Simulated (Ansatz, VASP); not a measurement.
## Hf: VASP beside Ansatz

INCAR

```
PREC = Accurate ; ENCUT = 520
EDIFF = 1E-6 ; ISMEAR = -1
SIGMA = 0.08 ; LREAL = False
LASPH = True ; NELM = 80
ALGO = Normal ; ISIF = 2
LWAVE = False ; LCHARG = False
GGA = PS ; NBANDS = 11
```

The input KPOINTS:

```
Automatic mesh
0
Gamma
  16 16 16
```

File POSCAR:

```
Hf
1.0
   -1.8230500000      1.8230500000      1.8050000000
    1.8230500000     -1.8230500000      1.8050000000
    1.8230500000      1.8230500000     -1.8050000000
Hf
1
Direct
    0.0000000000      0.0000000000      0.0000000000
```

Input for Ansatz:

```yaml
crystal:
  lattice:
    - [-1.82305, 1.82305, 1.805]
    - [1.82305, -1.82305, 1.805]
    - [1.82305, 1.82305, -1.805]
  atoms:
    - { symbol: Hf, position: [0.0, 0.0, 0.0] }
kpoints:
  mp_grid: { grid: [16, 16, 16] }
  band_path:
    path:
      - [0.0, 0.0, 0.0]
      - [0.0, 0.0, 0.5]
      - [-0.5, 0.5, 0.5]
      - [0.0, 0.0, 0.0]
      - [0.4950740124, 0.4950740124, -0.4950740124]
      - [-0.4950740124, 0.5049259876, 0.4950740124]
      - [-0.5, 0.5, 0.5]
      - [0.0, 0.0, 0.5]
      - [0.25, 0.25, 0.25]
    npoints: 5
scf:
  occupations: { method: fermi_dirac, width: 0.08 }
hamiltonian:
  xc: pbesol
  pseudopotentials: { kind: all_electron, lapw: { basis_error: 0.001 } }
output:
  forces: true
  stress: true
  eigenvalues: true
```

Change from the starting cell: equal xx and yy strain of +1 %.

Alike in both runs: task single point; functional PBEsol; k mesh 16 × 16 × 16; occupations fermi-dirac, width 0.08 eV; no spin polarisation.

```csv
,VASP,Ansatz
version,VASP 6.6.1,Ansatz 0.2.0
potentials or method,"VASP PAW PBE potentials, release 64 (Hf_pv), cutoff 520 eV","all-electron LAPW, scalar-relativistic"
```

VASP gave:

- pressure (GPa): -10.6
- traceless stress, the component that is largest in VASP (GPa): -0.33

Question: What did Ansatz give for the same quantities?

Answer: Pressure (GPa): -10.3; traceless stress, the component that is largest in VASP (GPa): -0.32.

VASP's potentials were made for PBE, not for PBEsol. Ansatz ran all-electron here, and VASP with PAW potentials.

Neither program's run includes spin-orbit coupling.
